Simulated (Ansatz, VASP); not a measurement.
# One calculation of BP, two programs

```
B P
1.0
     0.00000    2.26827    2.26827
     2.26827    0.00000    2.26827
     2.26827    2.26827    0.00000
B P
1 1
Direct
  0.00000 0.00000 0.00000
  0.75000 0.75000 0.75000
```

Alike in both runs: functional r2SCAN; k mesh 10 × 10 × 10; occupations gaussian, width 0.02 eV; no spin polarisation.

Ansatz relaxed the structure, and its values are those at the end. VASP's run is a single point on that final structure, the one shown.

|  | VASP | Ansatz |
| --- | --- | --- |
| version | VASP 6.6.1 | Ansatz 0.2.0 |
| potentials or method | VASP PAW PBE potentials, release 64 (B, P), cutoff 550 eV | scalar-relativistic, plane waves, PAW |
| valence electrons in the cell | 8 | 8 |

|  | VASP | Ansatz | Ansatz less VASP |
| --- | --- | --- | --- |
| gap on the k mesh at the Fermi level (eV) | 1.45 | 1.41 | -0.031 |
| least direct gap on the mesh (eV) | 3.64 | 3.60 | -0.041 |
| pressure (GPa) | -0.5 | 0.0 | +0.52 |

VASP's potentials were made for PBE, not for r2SCAN. The functional is the same, so the differences come from potentials, cutoffs and numerics.
